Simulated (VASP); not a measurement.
Input of a VASP 6.6.1 run:

The input POSCAR:

```
Au
1.0
    0.0000000000      1.9841350000      2.0761825000
    1.9841350000      0.0000000000      2.0761825000
    1.9841350000      1.9841350000      0.0000000000
Au
1
Direct
    0.0000000000      0.0000000000      0.0000000000
```

Contents of INCAR.step1:

```
PREC = Accurate
ENCUT = 520
ISMEAR = 1
SIGMA = 0.4
LREAL = False
LASPH = True
NELM = 60
NBANDS = 12
GGA = PE
ALGO = Normal
EDIFF = 1E-4
LWAVE = True
LCHARG = False
```

INCAR.step2

```
PREC = Accurate
ENCUT = 520
EDIFF = 1E-6
ISMEAR = 1
SIGMA = 0.4
LREAL = False
LASPH = True
NELM = 60
ALGO = Normal
ISIF = 2
LWAVE = False
LCHARG = False
METAGGA = R2SCAN
LMIXTAU = True
NBANDS = 12
ISTART = 1
```

The input KPOINTS:

```
Automatic mesh
0
Gamma
  20 20 20
```

Potentials or basis: VASP PAW PBE potentials, release 64 (Au).

Launch:

```console
$ cat potpaw_PBE.64/Au/POTCAR > POTCAR
$ cp INCAR.step1 INCAR
$ mpirun -np 1 vasp_std > vasp.out
$ cp INCAR.step2 INCAR
$ mpirun -np 1 vasp_std > vasp.out
```

Problem. Predict the pressure.

Solution. 13.9 GPa.

Problem. Predict the band gap on the k mesh.

Solution. Zero (an odd number of electrons rules out a gap without spin polarisation).

Stress tensor (GPa, compression positive):
```
14.59  0.00  0.00
 0.00 14.59  0.00
 0.00  0.00 12.56
```

Caveat: the cell differs from its parent crystal (strain -0.030 along x and y, +0.015 along z); the cell stands under pressure; the PAW data sets were made with another functional, which shifts forces and pressure a little; spin-orbit coupling is left out, which moves the levels of the heavy elements.
